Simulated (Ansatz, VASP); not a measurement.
**CoSi in VASP and in Ansatz**

```
Co Si
1.0
     3.36525    0.00000    0.00000
    -1.68262    2.91439    0.00000
     0.00000    0.00000    2.54795
Co Si
1 1
Direct
  0.00000 0.00000 0.00000
  0.33333 0.66667 0.50000
```

Alike in both runs: functional PBE; k mesh 16 × 16 × 14; occupations fermi-dirac, width 0.05 eV; no spin polarisation.

Ansatz relaxed the structure, and its values are those at the end. VASP's run is a single point on that final structure, the one shown.

```csv
,VASP,Ansatz
version,VASP 6.6.1,Ansatz 0.2.0
potentials or method,"VASP PAW PBE potentials, release 64 (Co, Si)","PAW with Ansatz's default frozen-core files, scalar-relativistic"
plane-wave cutoff (eV),600,420
valence electrons in the cell,13,21
```

```csv
,VASP,Ansatz,Ansatz less VASP
pressure (GPa),-0.1,0.0,+0.11
```

VASP's potentials hold 13 valence electrons a cell and Ansatz's 21, so a difference there can come from the potentials and not from the codes.
